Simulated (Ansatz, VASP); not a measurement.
WC: VASP beside Ansatz

Contents of INCAR:

```
SYSTEM = WC
ALGO = Normal
EDIFF = 1E-6
ENCUT = 520
GGA = PE
ISIF = 2
ISMEAR = 0
LASPH = .True.
LCHARG = .True.
LELF = .True.
LREAL = .False.
LVHAR = .True.
LWAVE = .False.
NBANDS = 16
NELM = 60
PREC = Accurate
SIGMA = 0.05
```

Contents of KPOINTS:

```
k-points
0
Gamma
  10 10 9
  0 0 0
```

POSCAR

```
WC
1.0
    2.9065000000      0.0000000000      0.0000000000
   -1.4532500000      2.5171028361      0.0000000000
    0.0000000000      0.0000000000      2.8366000000
W C
1 1
Direct
    0.0000000000      0.0000000000      0.0000000000
    0.6666666667      0.3333333333      0.5000000000
```

input.yaml

```yaml
crystal:
  lattice:
    - [2.9065, 0.0, 0.0]
    - [-1.45325, 2.5171028361, 0.0]
    - [0.0, 0.0, 2.8366]
  atoms:
    - { symbol: W, position: [0.0, 0.0, 0.0] }
    - { symbol: C, position: [0.6666666667, 0.3333333333, 0.5] }
kpoints:
  mp_grid: { grid: [10, 10, 9] }
scf:
  occupations: { method: gaussian, width: 0.05 }
hamiltonian:
  xc: pbe
  pseudopotentials: { kind: all_electron, lapw: { basis_error: 0.001 } }
output:
  forces: true
  stress: true
  eigenvalues: true
```

Alike in both runs: task single point; functional PBE; k mesh 10 × 10 × 9; occupations gaussian, width 0.05 eV; no spin polarisation.

|  | VASP | Ansatz |
| --- | --- | --- |
| version | VASP 6.6.1 | Ansatz 0.2.0 |
| potentials or method | VASP PAW PBE potentials, release 64 (W_sv, C), cutoff 520 eV | all-electron LAPW, scalar-relativistic |

VASP gave:

```
gap on the k mesh at the Fermi level (eV)                     : none
pressure (GPa)                                                : 6.7
traceless stress, the component that is largest in VASP (GPa) : -0.44
```

What did Ansatz give for the same quantities?

gap on the k mesh at the Fermi level (eV): none; pressure (GPa): 5.7; traceless stress, the component that is largest in VASP (GPa): -0.62.

A gap of «none» marks a metal or a gap that the smearing closes. Ansatz ran all-electron here, and VASP with PAW potentials.

Neither program's run includes spin-orbit coupling.
